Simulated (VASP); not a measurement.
# Ga2BSb3 (P4/mmm) in VASP: further runs, part 2 of 2

VASP 6.6.1. Earlier steps stand in the parts before.

## (3) Single point, PBE

This run uses another cell than the first one, of 33.18 Å³/atom.

INCAR

```
SYSTEM = Ga2BSb3
PREC     = Accurate       ! precision mode
ENCUT    = 520            ! plane-wave cutoff, eV
EDIFF    = 1E-6           ! SCF threshold, eV
ISMEAR   = 0              ! smearing method
SIGMA    = 0.1            ! smearing width, eV
LREAL    = .FALSE.        ! projectors in reciprocal space
LASPH    = .TRUE.         ! aspherical terms in the spheres
NELM     = 100            ! most SCF steps
ALGO     = Normal         ! electronic algorithm
ISIF     = 2              ! what is computed and relaxed
LWAVE    = .FALSE.        ! write WAVECAR
LCHARG   = .FALSE.        ! write CHGCAR
GGA      = PE             ! functional
NBANDS   = 31             ! bands
```

KPOINTS

```
Automatic mesh
0
G
  4 4 2
  0 0 0
```

POSCAR

```
Ga2BSb3
1.0
    6.2954018642      0.0000000000      0.0000000000
    0.0000000000      6.2954018642      0.0000000000
    0.0000000000      0.0000000000      5.0224814762
Ga B Sb
2 1 3
Direct
    0.0000000000      0.5000000000      0.0000000000
    0.5000000000      0.0000000000      0.0000000000
    0.5000000000      0.5000000000      0.5000000000
    0.0000000000      0.0000000000      0.7505139900
    0.0000000000      0.0000000000      0.2494860100
    0.5000000000      0.5000000000      0.0000000000
```

Potentials or basis: VASP PAW PBE potentials, release 64 (Ga_d, B, Sb).

Run with:

```bash
$ cat potpaw_PBE.64/Ga_d/POTCAR potpaw_PBE.64/B/POTCAR potpaw_PBE.64/Sb/POTCAR > POTCAR
$ mpirun -np 1 vasp_std > vasp.out
```

OUTCAR:

```text
SYSTEM = Ga2BSb3
   PREC = Accurate
   ENCUT = 520
   EDIFF = 1E-6
   ISMEAR = 0
   LREAL = .FALSE.
   LASPH = .TRUE.
   NELM = 100
   ISIF = 2
   GGA = PE

 ion  position               nearest neighbor table
   1  0.000  0.500  0.000-   6 3.15   6 3.15
   2  0.500  0.000  0.000-   6 3.15   6 3.15
   3  0.500  0.500  0.500-   6 2.51   6 2.51
   4  0.000  0.000  0.751-   5 2.51   5 2.52
   5  0.000  0.000  0.249-   4 2.51   4 2.52
   6  0.500  0.500  0.000-   3 2.51   3 2.51   1 3.15   2 3.15   2 3.15   1 3.15

[... 600 lines left out ...]
  -------------------------------------------------------------------------------------
  Total       -0.0381835     -0.0381835      0.4708455      0.0000000      0.0000000      0.0000000
  in kB       -0.3073417     -0.3073417      3.7898648      0.0000000      0.0000000      0.0000000
  external PRESSURE =       1.0583938 kB  Pullay stress =       0.0000000 kB

 VOLUME and BASIS-vectors are now :
 -----------------------------------------------------------------------------
  energy-cutoff  :      520.00
  volume of cell :      199.05
      direct lattice vectors                 reciprocal lattice vectors
     6.295401864  0.000000000  0.000000000     0.158846095  0.000000000  0.000000000
     0.000000000  6.295401864  0.000000000     0.000000000  0.158846095  0.000000000
     0.000000000  0.000000000  5.022481476     0.000000000  0.000000000  0.199104766

 POSITION                                       TOTAL-FORCE (eV/Angst)
 -----------------------------------------------------------------------------------
      0.00000      3.14770      0.00000        -0.000000      0.000000      0.000000
      3.14770      0.00000      0.00000        -0.000000      0.000000      0.000000
      3.14770      3.14770      2.51124        -0.000000      0.000000      0.000000
      0.00000      0.00000      3.76944         0.000000     -0.000000     -0.009935
      0.00000      0.00000      1.25304        -0.000000     -0.000000      0.009935
      3.14770      3.14770      0.00000        -0.000000      0.000000      0.000000
 -----------------------------------------------------------------------------------
    total drift:                                0.000000      0.000000      0.000000

  FREE ENERGIE OF THE ION-ELECTRON SYSTEM (eV)
  ---------------------------------------------------
  free  energy   TOTEN  =       -18.9992076239 eV

  energy  without entropy=      -18.9871635305  energy(sigma->0) =      -18.99318558
```

stdout:

```text
POSCAR found type information on POSCAR GaB Sb
 POSCAR found :  3 types and       6 ions
 scaLAPACK will be used
 LDA part: xc-table for (Slater+PW92), standard interpolation
 POSCAR, INCAR and KPOINTS ok, starting setup
 FFT: planning ... GRIDC
 FFT: planning ... GRID_SOFT
 FFT: planning ... GRID
 WAVECAR not read
 entering main loop
```

It took 68 s on 1 thread of Intel Xeon Platinum 8488C (Sapphire Rapids), shared host; peak memory 0.32 GiB.

What came out:

- Free energy: -18.9992 eV
- Pressure: 0.1 GPa
- Largest force: 0.010 eV/Å
- Band gap on the k mesh: zero (bands 22 and 23 overlap by 0.87 eV)

Forces in eV/Å, atoms in the order of the input:
```
Ga   0.000  0.000  0.000
Ga   0.000  0.000  0.000
B    0.000  0.000  0.000
Sb   0.000  0.000 -0.010
Sb   0.000  0.000  0.010
Sb   0.000  0.000  0.000
```

Caveat: the k points lie up to 0.63 Å⁻¹ apart, too coarse for converged energies and pressures of a metal; spin-orbit coupling is left out, which moves the levels of the heavy elements.

## (4) Single point, PBE

This run uses another cell than the first one, of 27.37 Å³/atom.

INCAR

```
SYSTEM = Ga2BSb3
ALGO = Normal
EDIFF = 1E-7
ENCUT = 520
GGA = PE
ISIF = 2
ISMEAR = 0
LASPH = .TRUE.
LCHARG = .FALSE.
LREAL = .FALSE.
LWAVE = .FALSE.
NBANDS = 31
NELM = 80
PREC = Accurate
SIGMA = 0.1
```

KPOINTS

```
k-points
0
G
  4 4 4
  0 0 0
```

POSCAR

```
Ga2BSb3
1.0
    5.4461382527      0.0000000000      0.0000000000
    0.0000000000      5.4461382527      0.0000000000
    0.0000000000      0.0000000000      5.5366070961
Ga B Sb
2 1 3
Direct
    0.0000000000      0.5000000000      0.0000000000
    0.5000000000      0.0000000000      0.0000000000
    0.5000000000      0.5000000000      0.5000000000
    0.0000000000      0.0000000000      0.7443834632
    0.0000000000      0.0000000000      0.2556165368
    0.5000000000      0.5000000000      0.0000000000
```

Run with:

```bash
$ cat potpaw_PBE.64/Ga_d/POTCAR potpaw_PBE.64/B/POTCAR potpaw_PBE.64/Sb/POTCAR > POTCAR
$ mpirun -np 1 vasp_std > vasp.out
```

Wall time 88 s (1 thread of Intel Xeon Platinum 8488C (Sapphire Rapids), shared host); peak memory 0.29 GiB.

It converged, with:

```
Free energy            : -19.5970 eV
Pressure               : 0.1 GPa
Largest force          : 0.013 eV/Å
Band gap on the k mesh : zero (bands 22 and 23 overlap by 1.64 eV)
```

Forces on the atoms (eV/Å):
```
Ga   0.000  0.000  0.000
Ga   0.000  0.000  0.000
B    0.000  0.000  0.000
Sb   0.000  0.000  0.013
Sb   0.000  0.000 -0.013
Sb   0.000  0.000  0.000
```

Stress tensor (GPa, compression positive):
```
0.01 0.00 0.00
0.00 0.01 0.00
0.00 0.00 0.15
```

Levels at points of the mesh, in eV from the Fermi level:
| k point | band 20 | band 21 | band 22 | band 23 | band 24 | band 25 |
| --- | --- | --- | --- | --- | --- | --- |
| (0.00, 0.00, 0.00) | -1.62 | -1.62 | -1.43 | 0.77 | 0.77 | 0.91 |
| (0.50, 0.00, 0.00) | -3.42 | -0.08 | 0.10 | 0.54 | 0.93 | 1.08 |
| (0.50, 0.50, 0.00) | -1.06 | -0.76 | -0.76 | 0.54 | 0.54 | 2.84 |
| (0.00, 0.00, 0.50) | -1.55 | -1.07 | -1.07 | -0.35 | 1.05 | 1.13 |
| (0.50, 0.00, 0.50) | -1.12 | -0.63 | 0.28 | 0.70 | 1.05 | 1.08 |
| (0.50, 0.50, 0.50) | 0.78 | 0.86 | 1.03 | 1.04 | 1.49 | 1.49 |

Caveat: spin-orbit coupling is left out, which moves the levels of the heavy elements.

## (5) Relaxation of cell and atoms, PBE

INCAR

```
SYSTEM = Ga2BSb3
PREC     = Accurate       ! precision mode
ENCUT    = 600            ! plane-wave cutoff, eV
EDIFF    = 1E-6           ! SCF threshold, eV
ISMEAR   = 0              ! smearing method
SIGMA    = 0.1            ! smearing width, eV
LREAL    = .FALSE.        ! projectors in reciprocal space
LASPH    = .TRUE.         ! aspherical terms in the spheres
NELM     = 60             ! most SCF steps
ALGO     = Normal         ! electronic algorithm
ISIF     = 3              ! what is computed and relaxed
LWAVE    = .FALSE.        ! write WAVECAR
LCHARG   = .FALSE.        ! write CHGCAR
GGA      = PE             ! functional
IBRION   = 2              ! ionic algorithm
NSW      = 90             ! ionic steps
EDIFFG   = -0.04          ! ionic threshold
```

KPOINTS

```
Automatic mesh
0
G
  4 4 2
  0 0 0
```

POSCAR

```
Ga2BSb3
1.0
    4.0828762900      0.0000000000      0.0000000000
    0.0000000000      4.0828762900      0.0000000000
    0.0000000000      0.0000000000      8.4511006600
Ga B Sb
2 1 3
Direct
    0.0000000000      0.5000000000      0.0000000000
    0.5000000000      0.0000000000      0.0000000000
    0.5000000000      0.5000000000      0.5000000000
    0.0000000000      0.0000000000      0.8348444100
    0.0000000000      0.0000000000      0.1651555900
    0.5000000000      0.5000000000      0.0000000000
```

Run with:

```bash
$ cat potpaw_PBE.64/Ga_d/POTCAR potpaw_PBE.64/B/POTCAR potpaw_PBE.64/Sb/POTCAR > POTCAR
$ mpirun -np 1 vasp_std > vasp.out
```

Run time: 30 min. Hardware: 1 thread of Intel Xeon Platinum 8488C (Sapphire Rapids), shared host; peak memory 0.32 GiB.

It converged, with:

```
Free energy                           : -18.3944 eV
Relaxed volume                        : 29.33 Å³/atom
Relaxed cell                          : a = 5.402 Å, b = 5.402 Å, c = 6.030 Å, α = 90.00°, β = 90.00°, γ = 90.00°
Space group after relaxing (to 0.1 Å) : P4/mmm (No. 123)
Energy gained by relaxing             : 3201.3 meV/atom
Ionic steps                           : 31
Pressure after relaxing               : -0.1 GPa
Largest force after relaxing          : 0.029 eV/Å
Band gap on the k mesh                : zero (bands 22 and 23 overlap by 1.32 eV)
```

Forces on the atoms (eV/Å):
```
Ga   0.000  0.000  0.000
Ga   0.000  0.000  0.000
B    0.000  0.000  0.000
Sb   0.000  0.000 -0.029
Sb   0.000  0.000  0.029
Sb   0.000  0.000  0.000
```

The path:
```tsv
step	energy change (eV)	largest force (eV/Å)	pressure (GPa)	volume (Å³)
1	0.0000	8.7844	70.95	140.88
2	-11.3753	1.4880	-4.35	457.29
3	-17.0834	1.6413	-1.98	255.48
4	-17.1106	1.5924	-1.69	252.23
5	-17.1406	1.4769	-0.99	245.33
6	-17.9001	1.3676	-0.96	238.95
7	-15.7499	13.8998	5.88	213.88
8	-18.1630	1.0770	-1.25	235.31
9	-18.3851	2.2564	-0.28	225.38
10	-18.4555	0.2198	-1.02	229.96
11	-18.4703	0.6078	-0.90	228.89
12	-18.4714	0.7585	-0.85	228.51
13	-18.5706	0.8697	-0.47	220.19
14	-18.8015	1.3781	1.26	196.09
15	-18.4434	3.3506	9.57	151.65
16	-18.7455	2.5242	3.44	182.53
17	-18.7683	2.4266	3.42	181.70
18	-18.8306	2.1521	3.40	179.20
19	-18.9315	1.6791	3.40	174.24
20	-19.0400	0.8367	3.73	164.42
21	-19.0412	0.6896	3.85	161.90
22	-19.0906	0.5384	3.16	164.13
23	-19.1834	0.1430	1.20	170.95
24	-19.1529	0.4080	-1.73	185.15
25	-19.2029	0.1029	-0.11	176.57
26	-19.2030	0.0892	-0.01	176.22
27	-19.2047	0.0436	-0.04	176.20
28	-19.2067	0.0601	-0.03	176.14
29	-19.2068	0.0974	-0.02	176.13
30	-19.2072	0.0799	-0.04	176.09
31	-19.2078	0.0288	-0.09	175.97
```

Final structure:
```
Ga B Sb
1.0
     5.40225    0.00000    0.00000
     0.00000    5.40225    0.00000
     0.00000    0.00000    6.02958
Ga B Sb
2 1 3
Direct
  0.00000 0.50000 0.00000
  0.50000 0.00000 0.00000
  0.50000 0.50000 0.50000
  0.00000 0.00000 0.76958
  0.00000 0.00000 0.23042
  0.50000 0.50000 0.00000
```

Levels at points of the mesh, in eV from the Fermi level:
```csv
k point,band 19,band 20,band 21,band 22,band 23,band 24,band 25,band 26
"(0.00, 0.00, 0.00)",-2.84,-1.39,-1.39,-1.28,0.46,0.46,0.55,0.55
"(0.50, 0.00, 0.00)",-3.37,-3.25,-0.18,0.47,0.62,0.63,0.67,1.60
"(0.50, 0.50, 0.00)",-1.35,-1.35,-0.46,-0.46,0.57,0.57,3.08,3.95
"(0.00, 0.00, 0.50)",-1.16,-1.16,-1.00,-1.00,-0.69,-0.15,0.86,1.18
"(0.50, 0.00, 0.50)",-1.76,-0.41,-0.38,-0.29,0.22,0.37,0.72,0.75
"(0.50, 0.50, 0.50)",-0.50,0.37,0.46,0.63,0.63,1.22,1.22,1.25
```

Caveat: the k points lie up to 0.52 Å⁻¹ apart in the final cell, too coarse for converged energies and pressures of a metal; the volume moved by over 15 % at a fixed basis, so the end points are rough; spin-orbit coupling is left out, which moves the levels of the heavy elements.

## (6) The runs side by side

| task | cell | k mesh | cutoff (eV) | gap on the mesh (eV) | pressure (GPa) | largest force (eV/Å) |
| --- | --- | --- | --- | --- | --- | --- |
| single point | a = 4.083, b = 4.083, c = 8.451 Å, 6 atoms, atomic positions A | 4 × 4 × 2 | 520 | none | 71.0 | 8.78 |
| single point | a = 6.295, b = 6.295, c = 5.022 Å, 6 atoms, atomic positions B | 4 × 4 × 2 | 520 | none | 0.1 | 0.01 |
| single point | a = 5.446, b = 5.446, c = 5.537 Å, 6 atoms, atomic positions C | 4 × 4 × 4 | 520 | none | 0.1 | 0.01 |
| relaxation of cell and atoms | relaxed from a = 4.083, b = 4.083, c = 8.451 Å, 6 atoms, atomic positions A | 4 × 4 × 2 | 600 | none | -0.1 | 0.03 |

Alike in all rows: level PBE; potentials or basis VASP PAW PBE potentials, release 64 (Ga_d, B, Sb); no spin polarisation; smearing gaussian 0.1 eV.

Caveats: some runs use coarse meshes; spin-orbit coupling is left out, which moves the levels of the heavy elements; semilocal functionals underestimate gaps, so a narrow gap can read as zero (at least some runs); forces of over 1 eV/Å act on the atoms, so gaps and moduli don't describe the material at rest (at least some runs); the volume moved by over 15 % at a fixed basis, so the end points are rough (at least some runs).

Total energies depend on the potentials used, so only differences within one code and one set of settings carry meaning.
